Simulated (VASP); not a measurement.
Si: single point with LDA

Si:

```
Si
1.0
     0.00000    2.77678    2.67765
     2.77678    0.00000    2.67765
     2.77678    2.77678    0.00000
Si
2
Direct
  0.50000 0.50000 0.50000
  0.75000 0.75000 0.75000
```

This cell differs from its parent crystal: volume 20.646 Å^3 an atom, c/a of the conventional cell 0.9643.

| Item | Value |
| --- | --- |
| Program | VASP 6.6.1 |
| Task | single point |
| Functional | LDA |
| Potentials or basis | VASP PAW LDA potentials, release 64 (Si) |
| Cutoff | 520 eV |
| k mesh | 12 × 12 × 12 |
| Occupations | gaussian, width 0.05 eV |
| Spin | no spin polarisation |
| Dipole correction | no |
| Further INCAR settings | ALGO = Normal; EDIFF = 1e-06; NBANDS = 11 |

| Quantity | Value |
| --- | --- |
| Pressure | -4.1 GPa |
| Band gap on the k mesh | 0.15 eV, indirect (least direct gap 2.27 eV) |

Stress tensor (GPa, compression positive):
```
-5.17  0.00  0.00
 0.00 -5.17  0.00
 0.00  0.00 -1.89
```

Levels at points of the mesh, in eV from the valence-band top:
| k point | band 2 | band 3 | band 4 | band 5 | band 6 | band 7 |
| --- | --- | --- | --- | --- | --- | --- |
| (0.00, 0.00, 0.00) | -0.24 | -0.24 | 0.00 | 2.27 | 2.40 | 2.40 |
| (0.50, 0.00, 0.00) | -7.01 | -1.49 | -1.17 | 1.12 | 3.01 | 3.32 |
| (0.50, 0.50, 0.00) | -7.74 | -3.11 | -3.11 | 0.31 | 0.31 | 9.52 |
| (0.50, 0.00, 0.50) | -7.95 | -2.84 | -2.84 | 0.60 | 0.60 | 9.41 |

Run time: 45 s on 1 thread of Intel(R) Xeon(R) Platinum 8259CL CPU @ 2.50GHz (Skylake/Cascade Lake), on a shared host, peak memory 0.18 GiB.

 A k mesh can miss the band edges.
